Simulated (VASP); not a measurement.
Input of a VASP 6.6.1 run:

File INCAR:

```
  PREC = Accurate
  ENCUT = 500
  EDIFF = 1E-6
  ISMEAR = 0
  SIGMA = 0.02
  LREAL = False
  LASPH = True
  NELM = 120
  ALGO = Normal
  ISIF = 2
  LWAVE = False
  LCHARG = True
  GGA = PS
  LELF = True
  LVHAR = True
  NBANDS = 14
  GGA_COMPAT = False
```

File KPOINTS:

```
regular mesh
0
Gamma
  12 12 12
```

The input POSCAR:

```
NaCl
1.0
    0.0000000000      2.6361925160      2.6361925160
    2.6361925160      0.0000000000      2.6361925160
    2.6361925160      2.6361925160      0.0000000000
Na Cl
1 1
Direct
    0.0000000000      0.0000000000      0.0000000000
    0.5000000000      0.5000000000      0.5000000000
```

Potentials or basis: VASP PAW PBE potentials, release 64 (Na_pv, Cl).

The run is started by

```sh
$ cat potpaw_PBE.64/Na_pv/POTCAR potpaw_PBE.64/Cl/POTCAR > POTCAR
$ mpirun -np 1 vasp_std > vasp.out
```

What does it give for the pressure?

7.3 GPa.

Estimate the band gap on the k mesh.

5.80 eV, direct.

Caveat: the PAW data sets were made with another functional, which shifts forces and pressure a little. A k mesh can miss the band edges.
